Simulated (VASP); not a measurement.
# ZrBr (R-3m) in VASP: single point with LDA

Aim: the single point of ZrBr with LDA.

Everything below comes from runs of VASP 6.6.1. Logs are shortened: lines on timing, memory, paths and dates and some standing lists are left out, and cuts for length are marked.

## 1. The cell of the first run

It takes space group R-3m (No. 166, trigonal). Conventional cell: a = 3.549 Å, b = 3.549 Å, c = 28.440 Å, α = 90.00°, β = 90.00°, γ = 120.00°. Within 3.7 Å of Zr (site symmetry 3m) lie 3 Br at 2.77 Å and 9 Zr at 3.17 to 3.55 Å. Br (site symmetry 3m) has 3 Zr at 2.77 Å and 6 Br at 3.55 Å within 3.7 Å.

## 2. Single point, LDA (25.86 Å³/atom)

Input file INCAR:

```
SYSTEM = ZrBr
ALGO = Normal
EDIFF = 1E-6
ENCUT = 520
ISIF = 2
ISMEAR = -1
LASPH = .TRUE.
LCHARG = .FALSE.
LREAL = .FALSE.
LWAVE = .FALSE.
NBANDS = 27
NELM = 60
PREC = Accurate
SIGMA = 0.02
```

Input file KPOINTS:

```
k-points
0
G
  10 10 10
  0 0 0
```

Input file POSCAR:

```
ZrBr
1.0
    1.7746007594      1.0245662261      9.4801325416
   -1.7746007594      1.0245662261      9.4801325416
    0.0000000000     -2.0491324523      9.4801325416
Zr Br
2 2
Direct
    0.2092000000      0.2092000000      0.2092000000
    0.7908000000      0.7908000000      0.7908000000
    0.3917000000      0.3917000000      0.3917000000
    0.6083000000      0.6083000000      0.6083000000
```

Potentials or basis: VASP PAW LDA potentials, release 64 (Zr_sv, Br).

Command:

```
$ cat potpaw_LDA.64/Zr_sv/POTCAR potpaw_LDA.64/Br/POTCAR > POTCAR
$ mpirun -np 1 vasp_std > vasp.out
```

OUTCAR:

```text
SYSTEM = ZrBr
   EDIFF = 1E-6
   ENCUT = 520
   ISIF = 2
   ISMEAR = -1
   LASPH = .TRUE.
   LREAL = .FALSE.
   NELM = 60
   PREC = Accurate

 ion  position               nearest neighbor table
   1  0.209  0.209  0.209-   4 2.77   4 2.77   4 2.77   2 3.17   2 3.17   2 3.17
   2  0.791  0.791  0.791-   3 2.77   3 2.77   3 2.77   1 3.17   1 3.17   1 3.17
   3  0.392  0.392  0.392-   2 2.77   2 2.77   2 2.77
   4  0.608  0.608  0.608-   1 2.77   1 2.77   1 2.77

  LATTYP: Found a trigonal (rhomboedric) cell.
 ALAT       =     9.6990647391
 COS(alpha) =     0.9330467589

  Lattice vectors:

 A1 = (   1.7746007594,   1.0245662261,   9.4801325416)
 A2 = (  -1.7746007594,   1.0245662261,   9.4801325416)
 A3 = (   0.0000000000,  -2.0491324523,   9.4801325416)

Analysis of symmetry for initial positions (statically):
=====================================================================
 Subroutine PRICEL returns:
 Original cell was already a primitive cell.

 Routine SETGRP: Setting up the symmetry group for a
 trigonal (rhombohedral) supercell.

 Subroutine GETGRP returns: Found 12 space group operations
 (whereof 12 operations were pure point group operations)
 out of a pool of 12 trial point group operations.

The static configuration has the point symmetry D_3d.

Analysis of symmetry for dynamics (positions and initial velocities):
=====================================================================
 Subroutine PRICEL returns:
 Original cell was already a primitive cell.

 Routine SETGRP: Setting up the symmetry group for a
 trigonal (rhombohedral) supercell.

 Subroutine GETGRP returns: Found 12 space group operations
 (whereof 12 operations were pure point group operations)
 out of a pool of 12 trial point group operations.

The dynamic configuration has the point symmetry D_3d.

 Subroutine INISYM returns: Found 12 space group operations
 (whereof 12 operations are pure point group operations),
 and found     1 'primitive' translations

----------------------------------------------------------------------------------------

                                     Primitive cell

  volume of cell :     103.4204

[... 75 lines left out ...]
   number of dos      NEDOS =    301   number of ions     NIONS =      4
   total plane-waves  NPLWV = 373248
   dimension x,y,z NGX =    72 NGY =   72 NGZ =   72
   dimension x,y,z NGXF=   144 NGYF=  144 NGZF=  144
   ions per type =               2   2
   NGX,Y,Z   is equivalent  to a cutoff of  12.34, 12.34, 12.34 a.u.
   NGXF,Y,Z  is equivalent  to a cutoff of  24.68, 24.68, 24.68 a.u.
 SYSTEM =  ZrBr
   PREC   = accura    normal or accurate (medium, high low for compatibility)
   ISTART =      0    job   : 0-new  1-cont  2-samecut
   ICHARG =      2    charge: 1-file 2-atom 10-const
   ISPIN  =      1    spin polarized calculation?
   LNONCOLLINEAR =      F non collinear calculations
   LSORBIT =      F    spin-orbit coupling
   LASPH  =      T    aspherical Exc in radial PAW
   ENCUT  =  520.0 eV  38.22 Ry    6.18 a.u.  18.03 18.03 18.03*2*pi/ulx,y,z
   NELM   =     60;   NELMIN=  2; NELMDL= -5     # of ELM steps
   EDIFF  = 0.1E-05   stopping-criterion for ELM
   LREAL  =      F    real-space projection
[... 7 lines left out ...]
   TEBEG  =    0.0;   TEEND  =   0.0 temperature during run
   PSTRESS=    0.0 pullay stress
   NELECT =      38.0000    total number of electrons
   NUPDOWN=      -1.0000    fix difference up-down
   EMIN   =  10.00;   EMAX   =-10.00  energy-range for DOS
   EFERMI =   0.00;   METHOD = LEGACY
   ISMEAR =    -1;   SIGMA  =   0.02  broadening in eV -4-tet -1-fermi 0-gaus
   EFERMI_NEDOS =   21; number of points for ismear=-14 and -15
   IALGO  =     38    algorithm
   IMIX   =      4    mixing-type and parameters
     AMIX     =   0.40;   BMIX     =  1.00
     AMIX_MAG =   1.60;   BMIX_MAG =  1.00
  volume/ion in A,a.u.               =      25.86       174.48
  Fermi-wavevector in a.u.,A,eV,Ry     =   1.172557  2.215811 18.706508  1.374890
  Thomas-Fermi vector in A             =   2.308984
   LORBIT       =      0    0 simple, 1 ext, 2 COOP (PROOUT), +10 PAW based schemes
   GGA     = CA    functional components
   LHFCALC =     F    Hartree Fock is set to
   AEXX    =    0.0000 exact exchange contribution
   IVDW    =     0    specifies the selected vdW correction
   LEPSILON=     F    determine dielectric tensor
   LRPA    =     F    only Hartree local field effects (RPA)
 non-spin polarized calculation
  energy-cutoff  :      520.00
  volume of cell :      103.42
 maximum number of plane-waves:      2831
   NGX = 37   NGY = 37   NGZ = 37

 number of electron      37.9999999 magnetization

 Free energy of the ion-electron system (eV)
  ---------------------------------------------------
  ext. energy  EPLUGINS =         0.00000000
  ---------------------------------------------------
  free energy    TOTEN  =       -26.92296056 eV

  energy without entropy =      -26.92088930  energy(sigma->0) =      -26.92192493

 E-fermi :   6.2283     XC(G=0): -10.0763

 val. band max:        6.2273057874   @ k =  -0.3000  -0.3000   0.2000
 cond. band min:       6.2305868461   @ k =  -0.4000  -0.4000   0.1000
 fundamental gap:      0.0032810587
 Fermi energy:         6.2282993451

 k-point     1 :       0.0000    0.0000    0.0000
  band No.  band energies     occupation
      1     -43.1163      2.00000
      2     -43.0411      2.00000
      3     -21.5513      2.00000
      4     -21.1361      2.00000
      5     -21.1127      2.00000
      6     -21.1127      2.00000
[... 709 lines left out ...]
     26       9.5592      0.00000
     27      10.4060      0.00000

 [... further k-points ...]
[... 5 lines left out ...]
  --------------------------------------------------------------------------------------
  -------------------------------------------------------------------------------------
  Total       -3.6095817     -3.6095817     -3.9917363     -0.0000000      0.0000000      0.0000000
  in kB      -55.9192195    -55.9192194    -61.8395137     -0.0000000      0.0000000      0.0000000
  external PRESSURE =     -57.8926509 kB  Pullay stress =       0.0000000 kB

 VOLUME and BASIS-vectors are now :
 -----------------------------------------------------------------------------
  energy-cutoff  :      520.00
  volume of cell :      103.42
      direct lattice vectors                 reciprocal lattice vectors
     1.774600759  1.024566226  9.480132542     0.281753514  0.162670467  0.035161252
    -1.774600759  1.024566226  9.480132542    -0.281753514  0.162670467  0.035161252
     0.000000000 -2.049132452  9.480132542     0.000000000 -0.325340934  0.035161252

 POSITION                                       TOTAL-FORCE (eV/Angst)
 -----------------------------------------------------------------------------------
      0.00000     -0.00000      5.94973         0.000000      0.000000     -0.438624
      0.00000     -0.00000     22.49067         0.000000     -0.000000      0.438624
      0.00000     -0.00000     11.14010         0.000000     -0.000000      0.401973
      0.00000     -0.00000     17.30029         0.000000      0.000000     -0.401973
 -----------------------------------------------------------------------------------
    total drift:                                0.000000     -0.000000      0.000000

  FREE ENERGIE OF THE ION-ELECTRON SYSTEM (eV)
  ---------------------------------------------------
  free  energy   TOTEN  =       -26.9229605648 eV

  energy  without entropy=      -26.9208892988  energy(sigma->0) =      -26.92192493
```

OSZICAR:

```text
N       E                     dE             d eps       ncg     rms          rms(c)
DAV:   1     0.329413614024E+03    0.32941E+03   -0.19200E+04  6280   0.131E+03
DAV:   2    -0.945535678273E+00   -0.33036E+03   -0.32298E+03  7597   0.352E+02
DAV:   3    -0.266789624733E+02   -0.25733E+02   -0.25512E+02 10057   0.802E+01
DAV:   4    -0.283907398274E+02   -0.17118E+01   -0.17080E+01  8799   0.181E+01
DAV:   5    -0.284635034764E+02   -0.72764E-01   -0.72753E-01  9136   0.283E+00    0.151E+01
DAV:   6    -0.272220000112E+02    0.12415E+01   -0.21553E+00  6729   0.795E+00    0.601E+00
DAV:   7    -0.269341458754E+02    0.28785E+00   -0.11673E+00  7863   0.489E+00    0.123E+00
DAV:   8    -0.269237306279E+02    0.10415E-01   -0.60071E-02  8696   0.167E+00    0.509E-01
DAV:   9    -0.269229871641E+02    0.74346E-03   -0.48214E-03  7614   0.439E-01    0.168E-01
DAV:  10    -0.269229622279E+02    0.24936E-04   -0.45319E-04  8905   0.127E-01    0.320E-02
DAV:  11    -0.269229575721E+02    0.46559E-05   -0.37689E-05  8890   0.415E-02    0.138E-02
DAV:  12    -0.269229603462E+02   -0.27741E-05   -0.11179E-05  8295   0.189E-02    0.505E-03
DAV:  13    -0.269229605648E+02   -0.21861E-06   -0.38471E-07  4283   0.507E-03
   1 F= -.26922961E+02 E0= -.26921925E+02  d E =-.207127E-02
```

It took 22 min on 1 thread of Intel Xeon Platinum 8124M at 3.00GHz (Skylake/Cascade Lake), shared host; peak memory 0.71 GiB.

Results:

| Property | Result |
| --- | --- |
| Free energy | -26.9230 eV |
| Pressure | -5.8 GPa |
| Largest force | 0.439 eV/Å |
| Band gap on the k mesh | zero (bands 19 and 20 overlap by 0.25 eV) |

Forces in eV/Å, atoms in the order of the input:
```
Zr   0.000  0.000 -0.439
Zr   0.000  0.000  0.439
Br   0.000  0.000  0.402
Br   0.000  0.000 -0.402
```

Levels at points of the mesh, in eV from the Fermi level:
| k point | band 15 | band 16 | band 17 | band 18 | band 19 | band 20 | band 21 | band 22 | band 23 | band 24 |
| --- | --- | --- | --- | --- | --- | --- | --- | --- | --- | --- |
| (0.00, 0.00, 0.00) | -3.51 | -3.51 | -2.61 | -1.35 | 0.24 | 0.24 | 0.56 | 0.83 | 0.83 | 1.53 |
| (0.50, 0.00, 0.00) | -4.33 | -4.26 | -1.94 | -1.22 | -1.10 | -0.01 | 0.95 | 2.77 | 3.00 | 3.07 |
| (0.50, 0.50, 0.00) | -4.40 | -4.18 | -2.08 | -1.08 | -1.00 | 0.00 | 0.88 | 2.87 | 3.00 | 3.05 |
| (0.50, 0.50, 0.50) | -3.58 | -3.58 | -1.94 | -1.79 | 0.22 | 0.22 | 0.57 | 0.87 | 0.87 | 1.53 |

Caveat: the cell stands under tension.
